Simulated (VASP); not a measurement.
Ti5AlN6, 12 atoms in the cell. The typed cell holds 12 atoms: a = 2.978 Å, b = 2.978 Å, c = 12.760 Å, α = 90.00°, β = 90.03°, γ = 90.03°. 

```yaml
Program: VASP 6.6.1
Task: single point
Functional: PBE
Potentials_or_basis: VASP PAW PBE potentials, release 64 (Ti_sv, Al, N)
Cutoff: 600 eV
k_mesh: 8 × 8 × 2
Occupations: gaussian, width 0.2 eV
Spin: no spin polarisation
Dipole_correction: no
Further_INCAR_settings: ALGO = Normal; EDIFF = 1e-06; NBANDS = 58
```

Potentials or basis: VASP PAW PBE potentials, release 64 (Ti_sv, Al, N).

Launch:

```bash
$ cat potpaw_PBE.64/Ti_sv/POTCAR potpaw_PBE.64/Al/POTCAR potpaw_PBE.64/N/POTCAR > POTCAR
$ mpirun -np 1 vasp_std > vasp.out
```

Hardware: 1 thread of Oxide Virtual Turin-like Processor, with other jobs on the host.

Question: How long does it take, and how much memory?

Answer: Run time: 16 min on 1 thread of Oxide Virtual Turin-like Processor, with other jobs on the host, peak memory 0.49 GiB. Counts: scf iterations 19, k points 68.
